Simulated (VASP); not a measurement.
# AgPt3 in VASP: notebook, part 3 of 4

VASP 6.6.1. The steps go on from the part before.

## (4) Electric field gradients, LDA (zz strain of -2 %)

File INCAR:

```
SYSTEM = AgPt3
ALGO     = Normal         ! electronic algorithm
EDIFF    = 1E-8           ! SCF threshold, eV
ENCUT    = 520            ! plane-wave cutoff, eV
ISIF     = 2              ! what is computed and relaxed
ISMEAR   = -1             ! smearing method
LASPH    = .TRUE.         ! aspherical terms in the spheres
LCHARG   = .FALSE.        ! write CHGCAR
LEFG     = .TRUE.       
LREAL    = .FALSE.        ! projectors in reciprocal space
LWAVE    = .FALSE.        ! write WAVECAR
NBANDS   = 28             ! bands
NELM     = 100            ! most SCF steps
PREC     = Accurate       ! precision mode
SIGMA    = 0.08           ! smearing width, eV
```

File KPOINTS:

```
k-points
0
G
  9 9 9
  0 0 0
```

File POSCAR:

```
AgPt3
1.0
    3.9000000000      0.0000000000      0.0000000000
    0.0000000000      3.9000000000      0.0000000000
    0.0000000000      0.0000000000      3.8220000000
Ag Pt
1 3
Direct
    0.0000000000      0.0000000000      0.0000000000
    0.0000000000      0.5000000000      0.5000000000
    0.5000000000      0.0000000000      0.5000000000
    0.5000000000      0.5000000000      0.0000000000
```

Potentials or basis: VASP PAW LDA potentials, release 64 (Ag, Pt).

Command:

```console
$ cat potpaw_LDA.64/Ag/POTCAR potpaw_LDA.64/Pt/POTCAR > POTCAR
$ mpirun -np 1 vasp_std > vasp.out
```

OUTCAR:

```text
SYSTEM = AgPt3
   EDIFF = 1E-8
   ENCUT = 520
   ISIF = 2
   ISMEAR = -1
   LASPH = .TRUE.
   LREAL = .FALSE.
   NELM = 100
   PREC = Accurate

 ion  position               nearest neighbor table
   1  0.000  0.000  0.000-   2 2.73   3 2.73   2 2.73   3 2.73   2 2.73   2 2.73   3 2.73   3 2.73
                             4 2.76   4 2.76   4 2.76   4 2.76
   2  0.000  0.500  0.500-   1 2.73   4 2.73   1 2.73   4 2.73   1 2.73   1 2.73   4 2.73   4 2.73
                             3 2.76   3 2.76   3 2.76   3 2.76
   3  0.500  0.000  0.500-   1 2.73   4 2.73   1 2.73   4 2.73   4 2.73   4 2.73   1 2.73   1 2.73
                             2 2.76   2 2.76   2 2.76   2 2.76
   4  0.500  0.500  0.000-   2 2.73   3 2.73   2 2.73   3 2.73   3 2.73   3 2.73   2 2.73   2 2.73
                             1 2.76   1 2.76   1 2.76   1 2.76

  LATTYP: Found a simple tetragonal cell.
 ALAT       =     3.9000000000
 C/A-ratio  =     0.9800000000

  Lattice vectors:

 A1 = (   3.9000000000,   0.0000000000,   0.0000000000)
 A2 = (   0.0000000000,   3.9000000000,   0.0000000000)
 A3 = (   0.0000000000,   0.0000000000,   3.8220000000)

Analysis of symmetry for initial positions (statically):
=====================================================================
 Subroutine PRICEL returns:
 Original cell was already a primitive cell.

 Routine SETGRP: Setting up the symmetry group for a
 simple tetragonal supercell.

 Subroutine GETGRP returns: Found 16 space group operations
 (whereof 16 operations were pure point group operations)
 out of a pool of 16 trial point group operations.

The static configuration has the point symmetry D_4h.

Analysis of symmetry for dynamics (positions and initial velocities):
=====================================================================
 Subroutine PRICEL returns:
 Original cell was already a primitive cell.

 Routine SETGRP: Setting up the symmetry group for a
 simple tetragonal supercell.

 Subroutine GETGRP returns: Found 16 space group operations
 (whereof 16 operations were pure point group operations)
 out of a pool of 16 trial point group operations.

The dynamic configuration has the point symmetry D_4h.

 Subroutine INISYM returns: Found 16 space group operations
 (whereof 16 operations are pure point group operations),
 and found     1 'primitive' translations

----------------------------------------------------------------------------------------

                                     Primitive cell

  volume of cell :      58.1326

  direct lattice vectors                    reciprocal lattice vectors
     3.900000000  0.000000000  0.000000000     0.256410256  0.000000000  0.000000000
     0.000000000  3.900000000  0.000000000     0.000000000  0.256410256  0.000000000
     0.000000000  0.000000000  3.822000000     0.000000000  0.000000000  0.261643119

  length of vectors
     3.900000000  3.900000000  3.822000000     0.256410256  0.256410256  0.261643119

  position of ions in fractional coordinates (direct lattice)
     0.000000000  0.000000000  0.000000000
     0.000000000  0.500000000  0.500000000
     0.500000000  0.000000000  0.500000000
     0.500000000  0.500000000  0.000000000

  ion indices of the primitive-cell ions
   primitive index   ion index
[... 89 lines left out ...]
   EMIN   =  10.00;   EMAX   =-10.00  energy-range for DOS
   EFERMI =   0.00;   METHOD = LEGACY
   ISMEAR =    -1;   SIGMA  =   0.08  broadening in eV -4-tet -1-fermi 0-gaus
   EFERMI_NEDOS =   21; number of points for ismear=-14 and -15
   IALGO  =     38    algorithm
   IMIX   =      4    mixing-type and parameters
     AMIX     =   0.40;   BMIX     =  1.00
     AMIX_MAG =   1.60;   BMIX_MAG =  1.00
  volume/ion in A,a.u.               =      14.53        98.07
  Fermi-wavevector in a.u.,A,eV,Ry     =   1.457235  2.753774 28.892417  2.123533
  Thomas-Fermi vector in A             =   2.574060
   LORBIT       =      0    0 simple, 1 ext, 2 COOP (PROOUT), +10 PAW based schemes
   GGA     = CA    functional components
   LHFCALC =     F    Hartree Fock is set to
   AEXX    =    0.0000 exact exchange contribution
   IVDW    =     0    specifies the selected vdW correction
   LEPSILON=     F    determine dielectric tensor
   LRPA    =     F    only Hartree local field effects (RPA)
 non-spin polarized calculation
  energy-cutoff  :      520.00
  volume of cell :       58.13
 maximum number of plane-waves:      1586
 NGX is ok and might be reduce to    30
   NGX = 15   NGY = 15   NGZ = 15

 number of electron      40.9999998 magnetization

 Free energy of the ion-electron system (eV)
  ---------------------------------------------------
  ext. energy  EPLUGINS =         0.00000000
  ---------------------------------------------------
  free energy    TOTEN  =       -26.19851093 eV

  energy without entropy =      -26.13060607  energy(sigma->0) =      -26.16455850

 E-fermi :  11.2555     XC(G=0): -13.8143

 val. band max:       11.2467928247   @ k =   0.2222   0.1111   0.4444
 cond. band min:      11.2599963290   @ k =   0.4444   0.2222   0.1111
 fundamental gap:      0.0132035043
 Fermi energy:        11.2554567189

 k-point     1 :       0.0000    0.0000    0.0000
  band No.  band energies     occupation
      1       1.2391      2.00000
      2       3.9741      2.00000
      3       3.9900      2.00000
      4       4.1501      2.00000
      5       4.4103      2.00000
      6       4.4162      2.00000
[... 733 lines left out ...]
     27      22.1288      0.00000
     28      22.2816      0.00000

 [... further k-points ...]
[... 5 lines left out ...]
  --------------------------------------------------------------------------------------
  -------------------------------------------------------------------------------------
  Total        2.9239387      2.9239387      3.7615923      0.0000000      0.0000000     -0.0000000
  in kB       80.5858797     80.5858797    103.6722236      0.0000000      0.0000000     -0.0000000
  external PRESSURE =      88.2813277 kB  Pullay stress =       0.0000000 kB

 VOLUME and BASIS-vectors are now :
 -----------------------------------------------------------------------------
  energy-cutoff  :      520.00
  volume of cell :       58.13
      direct lattice vectors                 reciprocal lattice vectors
     3.900000000  0.000000000  0.000000000     0.256410256  0.000000000  0.000000000
     0.000000000  3.900000000  0.000000000     0.000000000  0.256410256  0.000000000
     0.000000000  0.000000000  3.822000000     0.000000000  0.000000000  0.261643119

 POSITION                                       TOTAL-FORCE (eV/Angst)
 -----------------------------------------------------------------------------------
      0.00000      0.00000      0.00000         0.000000      0.000000      0.000000
      0.00000      1.95000      1.91100         0.000000      0.000000      0.000000
      1.95000      0.00000      1.91100         0.000000      0.000000      0.000000
      1.95000      1.95000      0.00000         0.000000      0.000000      0.000000
 -----------------------------------------------------------------------------------
    total drift:                                0.000000      0.000000     -0.000000

  FREE ENERGIE OF THE ION-ELECTRON SYSTEM (eV)
  ---------------------------------------------------
  free  energy   TOTEN  =       -26.1985109320 eV

  energy  without entropy=      -26.1306060734  energy(sigma->0) =      -26.16455850

 Electric field gradients (V/A^2)
---------------------------------------------------------------------
 ion       V_xx      V_yy      V_zz      V_xy      V_xz      V_yz
---------------------------------------------------------------------
   1       1.262     1.262    -2.524    -0.000     0.000     0.000
   2     -13.877    11.841     2.035    -0.000     0.000     0.000
   3      11.841   -13.877     2.035    -0.000     0.000     0.000
   4      12.699    12.699   -25.397     0.000     0.000    -0.000
---------------------------------------------------------------------

 Electric field gradients after diagonalization (V/A^2)
 (convention: |V_zz| > |V_xx| > |V_yy|)
----------------------------------------------------------------------
 ion       V_xx      V_yy      V_zz     asymmetry (V_yy - V_xx)/ V_zz
----------------------------------------------------------------------
   1       1.262     1.262    -2.524       0.000
   2      11.841     2.035   -13.877       0.707
   3      11.841     2.035   -13.877       0.707
   4      12.699    12.699   -25.397       0.000
----------------------------------------------------------------------

           NMR quadrupolar parameters

 Cq : quadrupolar parameter    Cq=e*Q*V_zz/h
 eta: asymmetry parameters     (V_yy - V_xx)/ V_zz
 Q  : nuclear electric quadrupole moment in mb (millibarn)
----------------------------------------------------------------------
 ion       Cq(MHz)       eta       Q (mb)
----------------------------------------------------------------------
   1      -0.006       0.000       1.000
   2      -0.034       0.707       1.000
   3      -0.034       0.707       1.000
   4      -0.061       0.000       1.000
----------------------------------------------------------------------
```

Run time: 3.6 min. Hardware: 1 thread of Intel Xeon 8259CL, shared host; peak memory 0.23 GiB.

Results:

```
Free energy                             : -26.1985 eV
Pressure                                : 8.8 GPa
Band gap on the k mesh                  : zero (an odd number of electrons rules out a gap without spin polarisation)
Largest electric field gradient by atom : Ag -2.5; Pt -13.9, -25.4 (each value once) V/Å²
```

Stress tensor (GPa, compression positive):
```
 8.06  0.00  0.00
 0.00  8.06  0.00
 0.00  0.00 10.37
```

Electric field gradients, principal values (V/Å²):
| atom | least | middle | greatest (by size) |
| --- | --- | --- | --- |
| 1 Ag | 1.262 | 1.262 | -2.524 |
| 2 Pt | 2.035 | 11.841 | -13.877 |
| 3 Pt | 2.035 | 11.841 | -13.877 |
| 4 Pt | 12.699 | 12.699 | -25.397 |

Caveat: the cell differs from its parent crystal (zz strain of -2 %); the cell stands under pressure; without QUAD_EFG the Cq values of the log hold for a quadrupole moment of 1 mb, not for the nuclei; spin-orbit coupling is left out, which moves the levels of the heavy elements.

(Part 3 of 4 ends here.)
